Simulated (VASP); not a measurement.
# BiB (F-43m) in VASP: a series of runs

BiB is run at these levels: r2SCAN; tasks: single point.

Everything below comes from runs of VASP 6.6.1. Logs are shortened: lines on timing, memory, paths and dates and some standing lists are left out, and cuts for length are marked.

### Step 1. The cell of the first run

Symmetry: F-43m, No. 216, cubic system. Conventional cell: a = 5.597 Å, b = 5.597 Å, c = 5.597 Å, α = 90.00°, β = 90.00°, γ = 90.00°. B (site symmetry -43m) has 4 Bi at 2.42 Å within 3.2 Å. Within 3.2 Å of Bi (site symmetry -43m) lie 4 B at 2.42 Å.

### Step 2. Single point, r2SCAN (volume changed by +6%)

Contents of POSCAR:

```
BiB
1.0
    0.0000000000      2.7987092121      2.7987092121
    2.7987092121      0.0000000000      2.7987092121
    2.7987092121      2.7987092121      0.0000000000
B Bi
1 1
Direct
    0.0000000000      0.0000000000      0.0000000000
    0.2500000000      0.2500000000      0.2500000000
```

Contents of INCAR.step1:

```
ALGO = Normal
EDIFF = 1E-4
ENCUT = 520
GGA = PE
ISMEAR = 0
LASPH = T
LCHARG = F
LREAL = F
LWAVE = T
NBANDS = 16
NELM = 80
PREC = Accurate
SIGMA = 0.01
```

Contents of INCAR.step2:

```
ALGO = Normal
EDIFF = 1E-7
ENCUT = 520
ISIF = 2
ISMEAR = 0
ISTART = 1
LASPH = T
LCHARG = F
LMIXTAU = T
LREAL = F
LWAVE = F
METAGGA = R2SCAN
NBANDS = 16
NELM = 80
PREC = Accurate
SIGMA = 0.01
```

Contents of KPOINTS:

```
k-points
0
Gamma
  6 6 6
```

Potentials or basis: VASP PAW PBE potentials, release 64 (B, Bi_d).

On the command line:

```console
$ cat potpaw_PBE.64/B/POTCAR potpaw_PBE.64/Bi_d/POTCAR > POTCAR
$ cp INCAR.step1 INCAR
$ mpirun -np 1 vasp_std > vasp.out
$ cp INCAR.step2 INCAR
$ mpirun -np 1 vasp_std > vasp.out
```

OUTCAR:

```text
EDIFF = 1E-7
   ENCUT = 520
   ISIF = 2
   ISMEAR = 0
   ISTART = 1
   LASPH = T
   LREAL = F
   METAGGA = R2SCAN
   NELM = 80
   PREC = Accurate

 ion  position               nearest neighbor table
   1  0.000  0.000  0.000-   2 2.42   2 2.42   2 2.42   2 2.42
   2  0.250  0.250  0.250-   1 2.42   1 2.42   1 2.42   1 2.42

  LATTYP: Found a face centered cubic cell.
 ALAT       =     5.5974184242

  Lattice vectors:

 A1 = (   0.0000000000,   2.7987092121,   2.7987092121)
 A2 = (   2.7987092121,   0.0000000000,   2.7987092121)
 A3 = (   2.7987092121,   2.7987092121,   0.0000000000)

Analysis of symmetry for initial positions (statically):
=====================================================================
 Subroutine PRICEL returns:
 Original cell was already a primitive cell.

 Routine SETGRP: Setting up the symmetry group for a
 face centered cubic supercell.

 Subroutine GETGRP returns: Found 24 space group operations
 (whereof 24 operations were pure point group operations)
 out of a pool of 48 trial point group operations.

The static configuration has the point symmetry T_d .

Analysis of symmetry for dynamics (positions and initial velocities):
=====================================================================
 Subroutine PRICEL returns:
 Original cell was already a primitive cell.

 Routine SETGRP: Setting up the symmetry group for a
 face centered cubic supercell.

 Subroutine GETGRP returns: Found 24 space group operations
 (whereof 24 operations were pure point group operations)
 out of a pool of 48 trial point group operations.

The dynamic configuration has the point symmetry T_d .

 Subroutine INISYM returns: Found 24 space group operations
 (whereof 24 operations are pure point group operations),
 and found     1 'primitive' translations

----------------------------------------------------------------------------------------

                                     Primitive cell

  volume of cell :      43.8433

  direct lattice vectors                    reciprocal lattice vectors
     0.000000000  2.798709212  2.798709212    -0.178653787  0.178653787  0.178653787
     2.798709212  0.000000000  2.798709212     0.178653787 -0.178653787  0.178653787
     2.798709212  2.798709212  0.000000000     0.178653787  0.178653787 -0.178653787

  length of vectors
[... 71 lines left out ...]
   ENCUT  =  520.0 eV  38.22 Ry    6.18 a.u.   7.36  7.36  7.36*2*pi/ulx,y,z
   NELM   =     80;   NELMIN=  2; NELMDL=  0     # of ELM steps
   EDIFF  = 0.1E-06   stopping-criterion for ELM
   LREAL  =      F    real-space projection
   EDIFFG = 0.1E-05   stopping-criterion for IOM
   NSW    =      0    number of steps for IOM
   IBRION =     -1    ionic relax: 0-MD 1-quasi-New 2-CG
   NFREE  =      0    steps in history (QN), initial steepest desc. (CG)
   ISIF   =      2    stress and relaxation
   ISYM   =      2    0-nonsym 1-usesym 2-fastsym
   POTIM  = 0.5000    time-step for ionic-motion
   TEBEG  =    0.0;   TEEND  =   0.0 temperature during run
   PSTRESS=    0.0 pullay stress
   NELECT =      18.0000    total number of electrons
   NUPDOWN=      -1.0000    fix difference up-down
   EMIN   =  10.00;   EMAX   =-10.00  energy-range for DOS
   EFERMI =   0.00;   METHOD = LEGACY
   ISMEAR =     0;   SIGMA  =   0.01  broadening in eV -4-tet -1-fermi 0-gaus
   EFERMI_NEDOS =   21; number of points for ismear=-14 and -15
   IALGO  =     38    algorithm
   IMIX   =      4    mixing-type and parameters
     AMIX     =   0.40;   BMIX     =  1.00
     AMIX_MAG =   1.60;   BMIX_MAG =  1.00
  volume/ion in A,a.u.               =      21.92       147.93
  Fermi-wavevector in a.u.,A,eV,Ry     =   1.216740  2.299306 20.142840  1.480457
  Thomas-Fermi vector in A             =   2.352084
   LORBIT       =      0    0 simple, 1 ext, 2 COOP (PROOUT), +10 PAW based schemes
   METAGGA = R2SCAN    functional components
   LHFCALC =     F    Hartree Fock is set to
   AEXX    =    0.0000 exact exchange contribution
   IVDW    =     0    specifies the selected vdW correction
   LEPSILON=     F    determine dielectric tensor
   LRPA    =     F    only Hartree local field effects (RPA)
 non-spin polarized calculation
 Gauss-broadening in eV      SIGMA  =   0.01
  energy-cutoff  :      520.00
  volume of cell :       43.84
 maximum number of plane-waves:      1243
 NGX is ok and might be reduce to    30
   NGX = 15   NGY = 15   NGZ = 15

 number of electron      18.0000006 magnetization

 Free energy of the ion-electron system (eV)
  ---------------------------------------------------
  ext. energy  EPLUGINS =         0.00000000
  ---------------------------------------------------
  free energy    TOTEN  =       -64.24727254 eV

  energy without entropy =      -64.24720112  energy(sigma->0) =      -64.24723683

 E-fermi :   6.4115     XC(G=0): -10.4625

 val. band max:        6.4084421344   @ k =   0.0000   0.0000   0.0000
 cond. band min:       6.7171641148   @ k =   0.5000   0.0000   0.0000
 fundamental gap:      0.3087219804
 Fermi energy:         6.4114876504

 k-point     1 :       0.0000    0.0000    0.0000
  band No.  band energies     occupation
      1     -17.3445      2.00000
      2     -17.3445      2.00000
      3     -17.3445      2.00000
      4     -17.2621      2.00000
      5     -17.2621      2.00000
      6      -7.9533      2.00000
[... 281 lines left out ...]
      3     -17.2843      2.00000
      4     -17.2667      2.00000
      5     -17.2436      2.00000
      6      -4.9761      2.00000
[... 8 lines left out ...]
     15      19.0606      0.00000
     16      19.6046      0.00000

------------------------ aborting loop because EDIFF is reached ----------------------------------------

  FORCE on cell =-STRESS in cart. coord.  units (eV):
  Direction    XX          YY          ZZ          XY          YZ          ZX
  --------------------------------------------------------------------------------------
  -------------------------------------------------------------------------------------
  Total       -1.1018205     -1.1018205     -1.1018205      0.0000000      0.0000000      0.0000000
  in kB      -40.2641095    -40.2641095    -40.2641095      0.0000000      0.0000000      0.0000000
  external PRESSURE =     -40.2641095 kB  Pullay stress =       0.0000000 kB

 VOLUME and BASIS-vectors are now :
 -----------------------------------------------------------------------------
  energy-cutoff  :      520.00
  volume of cell :       43.84
      direct lattice vectors                 reciprocal lattice vectors
     0.000000000  2.798709212  2.798709212    -0.178653787  0.178653787  0.178653787
     2.798709212  0.000000000  2.798709212     0.178653787 -0.178653787  0.178653787
     2.798709212  2.798709212  0.000000000     0.178653787  0.178653787 -0.178653787

 POSITION                                       TOTAL-FORCE (eV/Angst)
 -----------------------------------------------------------------------------------
      0.00000      0.00000      0.00000        -0.000000     -0.000000     -0.000000
      1.39935      1.39935      1.39935         0.000000      0.000000      0.000000
 -----------------------------------------------------------------------------------
    total drift:                                0.000000      0.000000      0.000000

  FREE ENERGIE OF THE ION-ELECTRON SYSTEM (eV)
  ---------------------------------------------------
  free  energy   TOTEN  =       -64.2472725383 eV

  energy  without entropy=      -64.2472011206  energy(sigma->0) =      -64.24723683
```

OUTCAR.step1:

```text
EDIFF = 1E-4
   ENCUT = 520
   GGA = PE
   ISMEAR = 0
   LASPH = T
[... 514 lines left out ...]
 -----------------------------------------------------------------------------------
      0.00000      0.00000      0.00000         0.000000      0.000000      0.000000
      1.39935      1.39935      1.39935        -0.000000     -0.000000     -0.000000
 -----------------------------------------------------------------------------------
    total drift:                                0.000000      0.000000      0.000000

  FREE ENERGIE OF THE ION-ELECTRON SYSTEM (eV)
  ---------------------------------------------------
  free  energy   TOTEN  =        -8.9495922455 eV

  energy  without entropy=       -8.9495208278  energy(sigma->0) =       -8.94955654
```

OSZICAR.step1:

```text
N       E                     dE             d eps       ncg     rms          rms(c)
DAV:   1     0.129986987735E+03    0.12999E+03   -0.98293E+03   512   0.131E+03
DAV:   2    -0.104805842815E+01   -0.13104E+03   -0.12670E+03   552   0.335E+02
DAV:   3    -0.937742136205E+01   -0.83294E+01   -0.82997E+01   672   0.831E+01
DAV:   4    -0.956654957546E+01   -0.18913E+00   -0.18909E+00   672   0.136E+01
DAV:   5    -0.957339714489E+01   -0.68476E-02   -0.68474E-02   704   0.227E+00    0.358E+00
DAV:   6    -0.896243660646E+01    0.61096E+00   -0.13094E+00   688   0.762E+00    0.133E+00
DAV:   7    -0.895027664085E+01    0.12160E-01   -0.14977E-01   576   0.190E+00    0.717E-01
DAV:   8    -0.894954588471E+01    0.73076E-03   -0.19939E-02   688   0.137E+00    0.104E-01
DAV:   9    -0.894942263471E+01    0.12325E-03   -0.24131E-03   664   0.532E-01    0.519E-02
DAV:  10    -0.894955614998E+01   -0.13352E-03   -0.33573E-04   568   0.165E-01    0.245E-02
DAV:  11    -0.894959224549E+01   -0.36096E-04   -0.73619E-05   440   0.835E-02
   1 F= -.89495922E+01 E0= -.89495565E+01  d E =-.714177E-04
```

Wall time 2.4 min (1 thread of AMD EPYC 7R13, shared host); peak memory 0.14 GiB.

Results:

- Free energy: -64.2473 eV
- Pressure: -4.0 GPa
- Band gap on the k mesh: zero (filled and empty bands touch)

Levels at points of the mesh, in eV from the Fermi level:
```tsv
k point	band 5	band 6	band 7	band 8	band 9	band 10	band 11	band 12	band 13	band 14
(0.00, 0.00, 0.00)	-23.67	-14.36	-0.07	0.00	0.00	0.00	2.85	2.85	2.85	6.57
(0.50, 0.00, 0.00)	-23.66	-12.35	-7.80	-1.61	-1.61	0.31	4.30	4.30	6.46	8.80
(0.50, 0.50, 0.00)	-23.65	-11.42	-8.08	-3.45	-3.45	1.03	1.15	8.77	8.83	8.83
```

Caveat: the cell differs from its parent crystal (volume changed by +6%); the PAW data sets were made with another functional, which shifts forces and pressure a little; spin-orbit coupling is left out, which moves the levels of the heavy elements.

### Step 3. Single point, r2SCAN

This run uses another cell than the first one, of 20.68 Å³/atom, 0.943 times its volume.

Contents of POSCAR:

```
BiB
1.0
    0.0000000000      2.7448744764      2.7448744764
    2.7448744764      0.0000000000      2.7448744764
    2.7448744764      2.7448744764      0.0000000000
B Bi
1 1
Direct
    0.0000000000      0.0000000000      0.0000000000
    0.2500000000      0.2500000000      0.2500000000
```

Contents of INCAR.step1:

```
SYSTEM = BiB
PREC = Accurate
ENCUT = 520
ISMEAR = 0
SIGMA = 0.01
LREAL = .False.
LASPH = .True.
NELM = 80
NBANDS = 16
GGA = PE
ALGO = Normal
EDIFF = 1E-4
LWAVE = .True.
LCHARG = .False.
```

Contents of INCAR.step2:

```
SYSTEM = BiB
PREC = Accurate
ENCUT = 520
EDIFF = 1E-6
ISMEAR = 0
SIGMA = 0.01
LREAL = .False.
LASPH = .True.
NELM = 80
ALGO = Normal
ISIF = 2
LWAVE = .False.
LCHARG = .True.
METAGGA = R2SCAN
LMIXTAU = .True.
LELF = .True.
LVHAR = .True.
NBANDS = 16
ISTART = 1
```

Contents of KPOINTS:

```
regular mesh
0
Gamma
  8 8 8
  0 0 0
```

Potentials or basis: VASP PAW PBE potentials, release 64 (B, Bi_d).

On the command line:

```console
$ cat potpaw_PBE.64/B/POTCAR potpaw_PBE.64/Bi_d/POTCAR > POTCAR
$ cp INCAR.step1 INCAR
$ mpirun -np 1 vasp_std > vasp.out
$ cp INCAR.step2 INCAR
$ mpirun -np 1 vasp_std > vasp.out
```

OUTCAR:

```text
SYSTEM = BiB
   PREC = Accurate
   ENCUT = 520
   EDIFF = 1E-6
   ISMEAR = 0
   LREAL = .False.
   LASPH = .True.
   NELM = 80
   ISIF = 2
   METAGGA = R2SCAN
   ISTART = 1

 ion  position               nearest neighbor table
   1  0.000  0.000  0.000-   2 2.38   2 2.38   2 2.38   2 2.38
   2  0.250  0.250  0.250-   1 2.38   1 2.38   1 2.38   1 2.38

  LATTYP: Found a face centered cubic cell.
 ALAT       =     5.4897489528

  Lattice vectors:

 A1 = (   0.0000000000,   2.7448744764,   2.7448744764)
 A2 = (   2.7448744764,   0.0000000000,   2.7448744764)
 A3 = (   2.7448744764,   2.7448744764,   0.0000000000)
[... 626 lines left out ...]
      5     -16.6606      2.00000
      6      -5.0919      2.00000
[... 8 lines left out ...]
     15      18.4696      0.00000
     16      19.2254      0.00000

 [... further k-points ...]
[... 5 lines left out ...]
  --------------------------------------------------------------------------------------
  -------------------------------------------------------------------------------------
  Total       -0.0165074     -0.0165074     -0.0165074     -0.0000000     -0.0000000     -0.0000000
  in kB       -0.6394276     -0.6394276     -0.6394276     -0.0000000     -0.0000000     -0.0000000
  external PRESSURE =      -0.6394276 kB  Pullay stress =       0.0000000 kB

 VOLUME and BASIS-vectors are now :
 -----------------------------------------------------------------------------
  energy-cutoff  :      520.00
  volume of cell :       41.36
      direct lattice vectors                 reciprocal lattice vectors
     0.000000000  2.744874476  2.744874476    -0.182157692  0.182157692  0.182157692
     2.744874476  0.000000000  2.744874476     0.182157692 -0.182157692  0.182157692
     2.744874476  2.744874476  0.000000000     0.182157692  0.182157692 -0.182157692

 POSITION                                       TOTAL-FORCE (eV/Angst)
 -----------------------------------------------------------------------------------
      0.00000      0.00000      0.00000         0.000000     -0.000000      0.000000
      1.37244      1.37244      1.37244        -0.000000      0.000000     -0.000000
 -----------------------------------------------------------------------------------
    total drift:                                0.000000      0.000000      0.000000

  FREE ENERGIE OF THE ION-ELECTRON SYSTEM (eV)
  ---------------------------------------------------
  free  energy   TOTEN  =       -64.3083778503 eV

  energy  without entropy=      -64.3083778503  energy(sigma->0) =      -64.30837785
```

OSZICAR.step1:

```text
N       E                     dE             d eps       ncg     rms          rms(c)
DAV:   1     0.134396729951E+03    0.13440E+03   -0.99181E+03   928   0.132E+03
DAV:   2    -0.745830509853E+00   -0.13514E+03   -0.13104E+03   984   0.340E+02
DAV:   3    -0.949674576185E+01   -0.87509E+01   -0.87174E+01  1224   0.858E+01
DAV:   4    -0.969715684350E+01   -0.20041E+00   -0.20038E+00  1112   0.143E+01
DAV:   5    -0.970541539682E+01   -0.82586E-02   -0.82584E-02  1344   0.270E+00    0.382E+00
DAV:   6    -0.900939601458E+01    0.69602E+00   -0.14101E+00  1216   0.823E+00    0.142E+00
DAV:   7    -0.899107509769E+01    0.18321E-01   -0.18219E-01  1056   0.210E+00    0.740E-01
DAV:   8    -0.898964959698E+01    0.14255E-02   -0.21175E-02  1304   0.144E+00    0.108E-01
DAV:   9    -0.898947092334E+01    0.17867E-03   -0.26574E-03  1176   0.572E-01    0.524E-02
DAV:  10    -0.898958511047E+01   -0.11419E-03   -0.32990E-04  1112   0.161E-01    0.252E-02
DAV:  11    -0.898961779175E+01   -0.32681E-04   -0.69093E-05   792   0.846E-02
   1 F= -.89896178E+01 E0= -.89896178E+01  d E =-.665285E-78
```

Wall time 3 min (1 thread of AMD EPYC 7R13, shared host); peak memory 0.15 GiB.

What came out:

| Quantity | Value |
| --- | --- |
| Free energy | -64.3084 eV |
| Pressure | -0.1 GPa |
| Band gap on the k mesh | 0.39 eV, direct |

Caveat: the PAW data sets were made with another functional, which shifts forces and pressure a little; spin-orbit coupling is left out, which moves the levels of the heavy elements.
